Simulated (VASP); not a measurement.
Here is a VASP 6.6.1 calculation.

Contents of INCAR:

```
SYSTEM = SnO2
ALGO     = Normal         ! electronic algorithm
EDIFF    = 1E-6           ! SCF threshold, eV
ENCUT    = 520            ! plane-wave cutoff, eV
GGA      = CA             ! functional
ISIF     = 2              ! what is computed and relaxed
ISMEAR   = 0              ! smearing method
LASPH    = .TRUE.         ! aspherical terms in the spheres
LCHARG   = .FALSE.        ! write CHGCAR
LREAL    = .FALSE.        ! projectors in reciprocal space
LWAVE    = .FALSE.        ! write WAVECAR
NBANDS   = 35             ! bands
NELM     = 100            ! most SCF steps
PREC     = Accurate       ! precision mode
SIGMA    = 0.05           ! smearing width, eV
```

File KPOINTS:

```
k-points
0
G
  6 6 8
  0 0 0
```

POSCAR

```
SnO2
1.0
    4.7212714761      0.0000000000      0.0000000000
    0.0000000000      4.7242464798      0.0000000000
    0.0000000000      0.0000000000      3.1900193999
Sn O
2 4
Direct
    0.5000000000      0.5000000000      0.5000000000
    0.0000000000      0.0000000000      0.0000000000
    0.3280325305      0.3290235340      0.0000000000
    0.8055669685      0.1934278808      0.5000000000
    0.1944330315      0.8065721192      0.5000000000
    0.6944330315      0.6934278808      0.0000000000
```

Potentials or basis: VASP PAW LDA potentials, release 64 (Sn_d, O).

Command:

```sh
$ cat potpaw_LDA.64/Sn_d/POTCAR potpaw_LDA.64/O/POTCAR > POTCAR
$ mpirun -np 1 vasp_std > vasp.out
```

Question: Predict the band gap on the k mesh.

Answer: 1.27 eV.

Question: What does it give for the largest force?

Answer: 3.363 eV/Å.

Stress tensor (GPa, compression positive):
```
2.86 0.22 0.00
0.22 2.80 0.00
0.00 0.00 6.10
```

Caveat: the cell differs from its parent crystal (atom 3 (O) moved by (+0.150, +0.000) A along [1 1 0] and z); the cell stands under pressure; spin-orbit coupling is left out, which moves the levels of the heavy elements; forces of over 1 eV/Å act on the atoms, so gaps and moduli don't describe the material at rest.
